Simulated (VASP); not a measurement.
Input of a VASP 6.6.1 run:

Contents of POSCAR:

```
SiC
1.0
    3.0760000000      0.0000000000      0.0000000000
   -1.5380000000      2.6638941420      0.0000000000
    0.0000000000      0.0000000000      5.0480000000
Si C
2 2
Direct
    0.6666666667      0.3333333333      0.5000000000
    0.3333333333      0.6666666667      0.0000000000
    0.6666666667      0.3333333333      0.8850000000
    0.3333333333      0.6666666667      0.3850000000
```

The input INCAR.step1:

```
PREC = Accurate
ENCUT = 520
EDIFF = 1E-5
ISMEAR = -1
SIGMA = 0.05
LREAL = F
LASPH = T
NELM = 60
ALGO = Normal
ISIF = 2
LWAVE = T
LCHARG = F
NBANDS = 16
GGA = PE
```

INCAR.step2

```
PREC = Accurate
ENCUT = 520
EDIFF = 1E-6
ISMEAR = -1
SIGMA = 0.05
LREAL = F
LASPH = T
NELM = 60
ALGO = Normal
ISIF = 2
LWAVE = F
LCHARG = F
GGA = PE
LHFCALC = T
AEXX = 0.25
HFSCREEN = 0.3
PRECFOCK = Normal
NBANDS = 16
ISTART = 1
```

Contents of KPOINTS:

```
Automatic mesh
0
Gamma
  6 6 3
```

Potentials or basis: VASP PAW PBE potentials, release 64 (Si, C).

Command:

```sh
$ cat potpaw_PBE.64/Si/POTCAR potpaw_PBE.64/C/POTCAR > POTCAR
$ cp INCAR.step1 INCAR
$ mpirun -np 1 vasp_std > vasp.out
$ cp INCAR.step2 INCAR
$ mpirun -np 1 vasp_std > vasp.out
```

Task: Estimate the largest force.

Result: 0.768 eV/Å.

Task: What does it give for the band gap on the k mesh?

Result: 2.99 eV (least direct gap 4.96 eV).

Task: Predict the pressure.

Result: -1.0 GPa.

Stress tensor (GPa, compression positive):
```
 0.55  0.00  0.00
 0.00  0.55  0.00
 0.00  0.00 -4.18
```

Caveat: the PAW data sets were made with another functional, which shifts forces and pressure a little. A k mesh can miss the band edges.
